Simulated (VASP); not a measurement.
Wanted: the native input for a VASP 6.6.1 run.

```
Task                   : single point
Functional             : LDA
Potentials or basis    : VASP PAW LDA potentials, release 64 (Hf_pv, O)
Cutoff                 : 520 eV
k mesh                 : 8 × 8 × 8
Occupations            : gaussian, width 0.05 eV
Spin                   : no spin polarisation
Dipole correction      : no
Further INCAR settings : ALGO = Normal; EDIFF = 1e-06; NBANDS = 18
```

The structure of HfO2 lies in POSCAR:

```
HfO2
1.0
    0.0000000000      2.5575000000      2.5575000000
    2.5575000000      0.0000000000      2.5575000000
    2.5575000000      2.5575000000      0.0000000000
Hf O
1 2
Direct
    0.0000000000      0.0000000000      0.0000000000
    0.2500000000      0.2500000000      0.2500000000
    0.7500000000      0.7500000000      0.7500000000
```

The input as run:

INCAR

```
SYSTEM = HfO2
PREC     = Accurate       ! precision mode
ENCUT    = 520            ! plane-wave cutoff, eV
EDIFF    = 1E-6           ! SCF threshold, eV
ISMEAR   = 0              ! smearing method
SIGMA    = 0.05           ! smearing width, eV
LREAL    = .False.        ! projectors in reciprocal space
LASPH    = .True.         ! aspherical terms in the spheres
NELM     = 100            ! most SCF steps
ALGO     = Normal         ! electronic algorithm
ISIF     = 2              ! what is computed and relaxed
LWAVE    = .False.        ! write WAVECAR
LCHARG   = .False.        ! write CHGCAR
NBANDS   = 18             ! bands
```

KPOINTS

```
Automatic mesh
0
Gamma
  8 8 8
  0 0 0
```

Potentials or basis: VASP PAW LDA potentials, release 64 (Hf_pv, O).

Command:

```sh
$ cat potpaw_LDA.64/Hf_pv/POTCAR potpaw_LDA.64/O/POTCAR > POTCAR
$ mpirun -np 1 vasp_std > vasp.out
```

Results of the run:

```yaml
Pressure: -19.3 GPa
Band_gap_on_the_k_mesh: 3.52 eV, direct
```

Caveat: spin-orbit coupling is left out, which moves the levels of the heavy elements.

It took 43 s on 1 thread of AMD EPYC 7571 (shared host), peak memory 0.12 GiB.
